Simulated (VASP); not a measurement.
# HgTe (Cmcm) in VASP: notebook

HgTe is run at these levels: PBE; tasks: single point.

Everything below comes from runs of VASP 6.6.1. Logs are shortened: lines on timing, memory, paths and dates and some standing lists are left out, and cuts for length are marked.

## 1. The cell of the first run

The structure is orthorhombic, space group Cmcm (No. 63). The conventional cell has a = 5.340 Å, b = 7.652 Å, c = 5.878 Å, α = 90.00°, β = 90.00°, γ = 90.00°. Hg (site symmetry m2m) has 5 Te at 2.71 to 3.36 Å within 3.6 Å. Te (site symmetry m2m) has 5 Hg at 2.71 to 3.36 Å within 3.6 Å.

## 2. Single point, PBE (strain -0.1000 x Voigt [1, -1, 0, 0, 0, 0])

Contents of INCAR:

```
  PREC = Accurate
  ENCUT = 520
  EDIFF = 1E-6
  ISMEAR = 0
  SIGMA = 0.15
  LREAL = False
  LASPH = True
  NELM = 80
  ALGO = Normal
  ISIF = 2
  LWAVE = False
  LCHARG = False
  GGA = PE
  NBANDS = 26
```

Contents of KPOINTS:

```
regular mesh
0
Gamma
  10 10 8
```

Contents of POSCAR:

```
HgTe
1.0
    2.6697866755     -3.8262267227      0.0000000000
    2.6697866755      3.8262267227      0.0000000000
    0.0000000000      0.0000000000      5.8781768394
Hg Te
2 2
Direct
    0.3319444959      0.6680555041      0.7500000000
    0.6680555041      0.3319444959      0.2500000000
    0.7707545029      0.2292454971      0.7500000000
    0.2292454971      0.7707545029      0.2500000000
```

Potentials or basis: VASP PAW PBE potentials, release 64 (Hg, Te).

On the command line:

```sh
cat potpaw_PBE.64/Hg/POTCAR potpaw_PBE.64/Te/POTCAR > POTCAR
mpirun -np 1 vasp_std > vasp.out
```

OUTCAR:

```text
PREC = Accurate
   ENCUT = 520
   EDIFF = 1E-6
   ISMEAR = 0
   LREAL = False
   LASPH = True
   NELM = 80
   ISIF = 2
   GGA = PE

 ion  position               nearest neighbor table
   1  0.332  0.668  0.750-   3 2.71   3 2.71   4 3.04   4 3.04   3 3.36
   2  0.668  0.332  0.250-   4 2.71   4 2.71   3 3.04   3 3.04   4 3.36
   3  0.771  0.229  0.750-   1 2.71   1 2.71   2 3.04   2 3.04   1 3.36
   4  0.229  0.771  0.250-   2 2.71   2 2.71   1 3.04   1 3.04   2 3.36

  LATTYP: Found a base centered orthorhombic cell.
 ALAT       =     5.3395733510
 B/A-ratio  =     1.4331582211
 C/A-ratio  =     1.1008701357

  Lattice vectors:

 A1 = (   2.6697866755,  -3.8262267227,   0.0000000000)
 A2 = (   2.6697866755,   3.8262267227,   0.0000000000)
 A3 = (   0.0000000000,   0.0000000000,   5.8781768394)

Analysis of symmetry for initial positions (statically):
=====================================================================
 Subroutine PRICEL returns:
 Original cell was already a primitive cell.

 Routine SETGRP: Setting up the symmetry group for a
 base centered orthorhombic supercell.

 Subroutine GETGRP returns: Found  8 space group operations
 (whereof  4 operations were pure point group operations)
 out of a pool of  8 trial point group operations.

The static configuration has the point symmetry C_2h.
 The point group associated with its full space group is D_2h.

Analysis of symmetry for dynamics (positions and initial velocities):
=====================================================================
 Subroutine PRICEL returns:
 Original cell was already a primitive cell.

 Routine SETGRP: Setting up the symmetry group for a
 base centered orthorhombic supercell.

 Subroutine GETGRP returns: Found  8 space group operations
 (whereof  4 operations were pure point group operations)
 out of a pool of  8 trial point group operations.

The dynamic configuration has the point symmetry C_2h.
 The point group associated with its full space group is D_2h.

 Subroutine INISYM returns: Found  8 space group operations
 (whereof  4 operations are pure point group operations),
 and found     1 'primitive' translations

----------------------------------------------------------------------------------------

                                     Primitive cell

  volume of cell :     120.0936

  direct lattice vectors                    reciprocal lattice vectors
     2.669786676 -3.826226723  0.000000000     0.187280881 -0.130677045  0.000000000
     2.669786676  3.826226723  0.000000000     0.187280881  0.130677045  0.000000000
     0.000000000  0.000000000  5.878176839     0.000000000  0.000000000  0.170120775

  length of vectors
     4.665594477  4.665594477  5.878176839     0.228365099  0.228365099  0.170120775

  position of ions in fractional coordinates (direct lattice)
     0.331944496  0.668055504  0.750000000
     0.668055504  0.331944496  0.250000000
     0.770754503  0.229245497  0.750000000
     0.229245497  0.770754503  0.250000000

  ion indices of the primitive-cell ions
   primitive index   ion index
                 1           1
                 2           2
                 3           3
                 4           4

----------------------------------------------------------------------------------------

 KPOINTS: regular mesh

Automatic generation of k-mesh.
 Grid dimensions read from file:
 generate k-points for:   10   10    8

 Generating k-lattice:

  Cartesian coordinates                     Fractional coordinates (reciprocal lattice)
     0.018728088 -0.013067704  0.000000000     0.100000000  0.000000000  0.000000000
     0.018728088  0.013067704  0.000000000     0.000000000  0.100000000  0.000000000
     0.000000000  0.000000000  0.021265097     0.000000000  0.000000000  0.125000000

  Length of vectors
     0.022836510  0.022836510  0.021265097

  Shift w.r.t. Gamma in fractional coordinates (k-lattice)
     0.000000000  0.000000000  0.000000000

 Subroutine IBZKPT returns following result:
 ===========================================

 Found    155 irreducible k-points:

 Following reciprocal coordinates:
            Coordinates               Weight
  0.000000  0.000000  0.000000      1.000000
  0.100000 -0.000000  0.000000      4.000000
  0.200000 -0.000000  0.000000      4.000000
  0.300000  0.000000  0.000000      4.000000
  0.400000 -0.000000  0.000000      4.000000
  0.500000 -0.000000  0.000000      2.000000
[... 16 lines left out ...]
  0.300000  0.300000  0.000000      2.000000
  0.400000  0.300000  0.000000      4.000000
 [... further k-points ...]
   k-points           NKPTS =    155   k-points in BZ     NKDIM =    155   number of bands    NBANDS=     26
   number of dos      NEDOS =    301   number of ions     NIONS =      4
   total plane-waves  NPLWV =  62208
   dimension x,y,z NGX =    36 NGY =   36 NGZ =   48
   dimension x,y,z NGXF=    72 NGYF=   72 NGZF=   96
   ions per type =               2   2
   NGX,Y,Z   is equivalent  to a cutoff of  12.83, 12.83, 13.58 a.u.
   NGXF,Y,Z  is equivalent  to a cutoff of  25.66, 25.66, 27.15 a.u.
 SYSTEM =  unknown system
   PREC   = accura    normal or accurate (medium, high low for compatibility)
   ISTART =      0    job   : 0-new  1-cont  2-samecut
   ICHARG =      2    charge: 1-file 2-atom 10-const
   ISPIN  =      1    spin polarized calculation?
   LNONCOLLINEAR =      F non collinear calculations
   LSORBIT =      F    spin-orbit coupling
   LASPH  =      T    aspherical Exc in radial PAW
   ENCUT  =  520.0 eV  38.22 Ry    6.18 a.u.   8.67  8.67 10.93*2*pi/ulx,y,z
   NELM   =     80;   NELMIN=  2; NELMDL= -5     # of ELM steps
   EDIFF  = 0.1E-05   stopping-criterion for ELM
   LREAL  =      F    real-space projection
   EDIFFG = 0.1E-04   stopping-criterion for IOM
   NSW    =      0    number of steps for IOM
   IBRION =     -1    ionic relax: 0-MD 1-quasi-New 2-CG
   NFREE  =      0    steps in history (QN), initial steepest desc. (CG)
   ISIF   =      2    stress and relaxation
   ISYM   =      2    0-nonsym 1-usesym 2-fastsym
   POTIM  = 0.5000    time-step for ionic-motion
   TEBEG  =    0.0;   TEEND  =   0.0 temperature during run
   PSTRESS=    0.0 pullay stress
   NELECT =      36.0000    total number of electrons
   NUPDOWN=      -1.0000    fix difference up-down
   EMIN   =  10.00;   EMAX   =-10.00  energy-range for DOS
   EFERMI =   0.00;   METHOD = LEGACY
   ISMEAR =     0;   SIGMA  =   0.15  broadening in eV -4-tet -1-fermi 0-gaus
   EFERMI_NEDOS =   21; number of points for ismear=-14 and -15
   IALGO  =     38    algorithm
   IMIX   =      4    mixing-type and parameters
     AMIX     =   0.40;   BMIX     =  1.00
     AMIX_MAG =   1.60;   BMIX_MAG =  1.00
  volume/ion in A,a.u.               =      30.02       202.61
  Fermi-wavevector in a.u.,A,eV,Ry     =   1.095643  2.070465 16.332888  1.200433
  Thomas-Fermi vector in A             =   2.231970
   LORBIT       =      0    0 simple, 1 ext, 2 COOP (PROOUT), +10 PAW based schemes
   GGA     = PE    functional components
   LHFCALC =     F    Hartree Fock is set to
   AEXX    =    0.0000 exact exchange contribution
   IVDW    =     0    specifies the selected vdW correction
   LEPSILON=     F    determine dielectric tensor
   LRPA    =     F    only Hartree local field effects (RPA)
 non-spin polarized calculation
 Gauss-broadening in eV      SIGMA  =   0.15
  energy-cutoff  :      520.00
  volume of cell :      120.09
 maximum number of plane-waves:      3262
   NGX = 17   NGY = 17   NGZ = 21

 number of electron      35.9999999 magnetization

 Free energy of the ion-electron system (eV)
  ---------------------------------------------------
  ext. energy  EPLUGINS =         0.00000000
  ---------------------------------------------------
  free energy    TOTEN  =        -6.11228426 eV

  energy without entropy =       -6.09344202  energy(sigma->0) =       -6.10286314

 E-fermi :   4.0636     XC(G=0):  -9.4810

 val. band max:        4.0463488620   @ k =   0.0000   0.0000   0.3750
 cond. band min:       4.0653880958   @ k =   0.2000   0.1000   0.5000
 fundamental gap:      0.0190392337
 Fermi energy:         4.0635589263

 k-point     1 :       0.0000    0.0000    0.0000
  band No.  band energies     occupation
      1      -8.3338      2.00000
      2      -7.2674      2.00000
      3      -3.2406      2.00000
      4      -3.1809      2.00000
      5      -3.1049      2.00000
      6      -3.1047      2.00000
[... 18 lines left out ...]
     25      11.1812      0.00000
     26      11.2296      0.00000

 k-point     2 :       0.1000   -0.0000    0.0000
  band No.  band energies     occupation
      1      -8.2741      2.00000
      2      -7.2356      2.00000
      3      -3.3103      2.00000
      4      -3.2588      2.00000
      5      -3.1143      2.00000
      6      -3.0626      2.00000
[... 18 lines left out ...]
     25      11.0470      0.00000
     26      11.2290      0.00000

 k-point     3 :       0.2000   -0.0000    0.0000
  band No.  band energies     occupation
      1      -8.1008      2.00000
      2      -7.1551      2.00000
      3      -3.4479      2.00000
      4      -3.4265      2.00000
      5      -3.1417      2.00000
      6      -3.0407      2.00000
[... 18 lines left out ...]
     25      10.7303      0.00000
     26      11.3931      0.00000

 k-point     4 :       0.3000    0.0000    0.0000
  band No.  band energies     occupation
      1      -7.8350      2.00000
      2      -7.0751      2.00000
      3      -3.6660      2.00000
      4      -3.6199      2.00000
      5      -3.1835      2.00000
      6      -3.0961      2.00000
[... 18 lines left out ...]
     25      10.8322      0.00000
     26      11.5503      0.00000
[... 496 lines left out ...]
      1      -8.1974      2.00000
      2      -7.2428      2.00000
      3      -3.2126      2.00000
      4      -3.1390      2.00000
      5      -3.1353      2.00000
      6      -3.0457      2.00000
[... 18 lines left out ...]
     25      10.3487      0.00000
     26      11.9856      0.00000

 k-point    23 :       0.3000    0.3000    0.0000
  band No.  band energies     occupation
      1      -7.3063      2.00000
      2      -7.1829      2.00000
      3      -3.8963      2.00000
      4      -3.7807      2.00000
      5      -3.2475      2.00000
      6      -3.1083      2.00000
[... 18 lines left out ...]
     25      11.0403      0.00000
     26      11.2549      0.00000

 k-point    24 :       0.4000    0.3000    0.0000
  band No.  band energies     occupation
      1      -7.5457      2.00000
      2      -7.1202      2.00000
      3      -3.6419      2.00000
      4      -3.5595      2.00000
      5      -3.2398      2.00000
      6      -3.0546      2.00000
[... 18 lines left out ...]
     25      11.7865      0.00000
     26      12.1645      0.00000

 [... further k-points ...]

------------------------ aborting loop because EDIFF is reached ----------------------------------------

  FORCE on cell =-STRESS in cart. coord.  units (eV):
  Direction    XX          YY          ZZ          XY          YZ          ZX
  --------------------------------------------------------------------------------------
  -------------------------------------------------------------------------------------
  Total       11.0970693     -0.5699710      2.2023700      0.0000000     -0.0000000      0.0000000
  in kB      148.0467839     -7.6040239     29.3819737      0.0000000     -0.0000000      0.0000000
  external PRESSURE =      56.6082446 kB  Pullay stress =       0.0000000 kB

 VOLUME and BASIS-vectors are now :
 -----------------------------------------------------------------------------
  energy-cutoff  :      520.00
  volume of cell :      120.09
      direct lattice vectors                 reciprocal lattice vectors
     2.669786676 -3.826226723  0.000000000     0.187280881 -0.130677045  0.000000000
     2.669786676  3.826226723  0.000000000     0.187280881  0.130677045  0.000000000
     0.000000000  0.000000000  5.878176839     0.000000000  0.000000000  0.170120775

 POSITION                                       TOTAL-FORCE (eV/Angst)
 -----------------------------------------------------------------------------------
      2.66979      1.28604      4.40863         0.000000     -0.414597      0.000000
      2.66979     -1.28604      1.46954         0.000000      0.414597     -0.000000
      2.66979     -2.07194      4.40863         0.000000      0.514606     -0.000000
      2.66979      2.07194      1.46954         0.000000     -0.514606      0.000000
 -----------------------------------------------------------------------------------
    total drift:                                0.000000      0.000000      0.000000

  FREE ENERGIE OF THE ION-ELECTRON SYSTEM (eV)
  ---------------------------------------------------
  free  energy   TOTEN  =        -6.1122842648 eV

  energy  without entropy=       -6.0934420212  energy(sigma->0) =       -6.10286314
```

It took 7 min on 1 thread of AMD EPYC 7R13, shared host; peak memory 0.51 GiB.

What came out:

```yaml
Free_energy: -6.1123 eV
Pressure: 5.7 GPa
Largest_force: 0.515 eV/Å
Band_gap_on_the_k_mesh: zero (bands 18 and 19 overlap by 2.09 eV)
```

Forces on the atoms (eV/Å):
```
Hg   0.000 -0.415  0.000
Hg   0.000  0.415  0.000
Te   0.000  0.515  0.000
Te   0.000 -0.515  0.000
```

Stress tensor (GPa, compression positive):
```
14.80  0.00  0.00
 0.00 -0.76  0.00
 0.00  0.00  2.94
```

Levels at points of the mesh, in eV from the Fermi level:
| k point | band 16 | band 17 | band 18 | band 19 | band 20 | band 21 |
| --- | --- | --- | --- | --- | --- | --- |
| (0.00, 0.00, 0.00) | -1.69 | -1.49 | -0.45 | -0.43 | -0.37 | 3.74 |
| (0.50, 0.00, 0.00) | -2.08 | -1.29 | -1.17 | 2.43 | 2.44 | 4.13 |
| (0.50, 0.50, 0.00) | -2.13 | -2.02 | -1.97 | -1.09 | -0.81 | 3.02 |
| (0.00, 0.00, 0.50) | -2.55 | -0.79 | -0.79 | 0.82 | 0.82 | 3.85 |
| (0.50, 0.00, 0.50) | -1.42 | 0.42 | 0.42 | 1.87 | 1.87 | 3.93 |
| (0.50, 0.50, 0.50) | -3.19 | -2.89 | -2.89 | 1.53 | 1.53 | 5.72 |

Caveat: the cell differs from its parent crystal (strain -0.1000 x Voigt [1, -1, 0, 0, 0, 0]); the cell stands under pressure; spin-orbit coupling is left out, which moves the levels of the heavy elements.

## 3. Single point, PBE (strain +0.1000 x Voigt [1, -1, 0, 0, 0, 0])

Contents of INCAR:

```
ALGO = Normal
EDIFF = 1E-6
ENCUT = 520
GGA = PE
ISIF = 2
ISMEAR = 0
LASPH = True
LCHARG = True
LELF = True
LREAL = False
LVHAR = True
LWAVE = False
NBANDS = 26
NELM = 80
PREC = Accurate
SIGMA = 0.15
```

Contents of KPOINTS:

```
k-points
0
Gamma
  10 10 8
```

Changes to POSCAR since step 2:

```diff
@@ -2,4 +2,4 @@
 1.0
-    2.6697866755     -3.8262267227      0.0000000000
-    2.6697866755      3.8262267227      0.0000000000
+    3.2630726033     -3.1305491367      0.0000000000
+    3.2630726033      3.1305491367      0.0000000000
     0.0000000000      0.0000000000      5.8781768394
```

Potentials or basis: VASP PAW PBE potentials, release 64 (Hg, Te).

On the command line:

```sh
cat potpaw_PBE.64/Hg/POTCAR potpaw_PBE.64/Te/POTCAR > POTCAR
mpirun -np 1 vasp_std > vasp.out
```

It took 6.8 min on 1 thread of AMD EPYC 7R13, shared host; peak memory 0.51 GiB.

The run converged. Its results:

```
Free energy            : -6.3656 eV
Pressure               : 1.3 GPa
Largest force          : 0.888 eV/Å
Band gap on the k mesh : zero (bands 18 and 19 overlap by 1.70 eV)
```

Forces in eV/Å, atoms in the order of the input:
```
Hg   0.000  0.888  0.000
Hg   0.000 -0.888  0.000
Te   0.000 -0.793  0.000
Te   0.000  0.793  0.000
```

Stress tensor (GPa, compression positive):
```
-2.10  0.00  0.00
 0.00  4.93  0.00
 0.00  0.00  1.16
```

Levels at points of the mesh, in eV from the Fermi level:
```csv
k point,band 15,band 16,band 17,band 18,band 19,band 20,band 21,band 22
"(0.00, 0.00, 0.00)",-2.59,-1.62,-0.53,-0.40,-0.38,-0.25,4.00,6.47
"(0.50, 0.00, 0.00)",-2.51,-1.77,-0.38,-0.26,1.32,2.15,4.11,4.23
"(0.50, 0.50, 0.00)",-2.54,-2.39,-1.54,-1.48,-1.48,-1.33,4.29,5.06
"(0.00, 0.00, 0.50)",-1.60,-1.60,-0.92,-0.92,1.77,1.77,5.03,5.03
"(0.50, 0.00, 0.50)",-0.17,-0.17,0.16,0.16,2.60,2.60,3.49,3.49
"(0.50, 0.50, 0.50)",-2.82,-2.82,-2.67,-2.67,2.43,2.43,5.20,5.20
```

Caveat: the cell differs from its parent crystal (strain +0.1000 x Voigt [1, -1, 0, 0, 0, 0]); spin-orbit coupling is left out, which moves the levels of the heavy elements.

[end of part 1 of 2]
